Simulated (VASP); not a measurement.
Runs of VASP 6.6.1 on AgCl. The structure is that of space group Fm-3m (No. 225), or close to it. The cells are those of the table. 

```csv
cell,gap on the mesh (eV),pressure (GPa)
"a = 4.022, b = 4.022, c = 4.074 Å, angles 59.6, 59.6, 60.9°, 2 atoms",0.88,-2.0
"a = 3.995, b = 3.995, c = 4.021 Å, angles 59.8, 59.8, 60.4°, 2 atoms",(a),(c)
"a = 3.916, b = 3.916, c = 3.862 Å, angles 60.4, 60.4, 59.1°, 2 atoms",0.82,2.5
"a = 3.942, b = 3.942, c = 3.916 Å, angles 60.2, 60.2, 59.6°, 2 atoms",0.87,(b)
```

Alike in all rows: task single point; level PBE; potentials or basis VASP PAW PBE potentials, release 64 (Ag, Cl); no spin polarisation; k mesh 8 × 8 × 8; cutoff (eV) 520; smearing gaussian 0.05 eV.

**Question.** Estimate the missing entries.

**Answer.** (a) 0.90; (b) 1.1; (c) -1.1.

A k mesh can miss the band edges, and the runs leave out spin-orbit coupling on Ag.
